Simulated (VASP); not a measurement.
Input of a VASP 6.6.1 run:

Contents of INCAR:

```
SYSTEM = WC
PREC = Accurate
ENCUT = 520
EDIFF = 1E-6
ISMEAR = -1
SIGMA = 0.15
LREAL = .False.
LASPH = .True.
NELM = 100
ALGO = Normal
ISIF = 2
LWAVE = .False.
LCHARG = .True.
GGA = PS
LELF = .True.
LVHAR = .True.
NBANDS = 16
```

File KPOINTS:

```
regular mesh
0
Gamma
  3 3 3
  0 0 0
```

File POSCAR:

```
WC
1.0
    0.0000000000      2.1926840000      2.1926840000
    2.1926840000      0.0000000000      2.1926840000
    2.1926840000      2.1926840000      0.0000000000
W C
1 1
Direct
    0.0000000000      0.0000000000      0.0000000000
    0.5000000000      0.5000000000      0.5000000000
```

Potentials or basis: VASP PAW PBE potentials, release 64 (W_sv, C).

The run is started by

```sh
$ cat potpaw_PBE.64/W_sv/POTCAR potpaw_PBE.64/C/POTCAR > POTCAR
$ mpirun -np 1 vasp_std > vasp.out
```

(1) Estimate the band gap on the k mesh.

(2) Predict the pressure.

Answers

(1) zero (band 9 reaches 12.07 eV, above the bottom of band 10 at 11.24 eV).

(2) -1.7 GPa.

Caveat: the k points lie up to 0.83 Å⁻¹ apart; the PAW data sets were made with another functional, which shifts forces and pressure a little; spin-orbit coupling is left out, which moves the levels of the heavy elements.
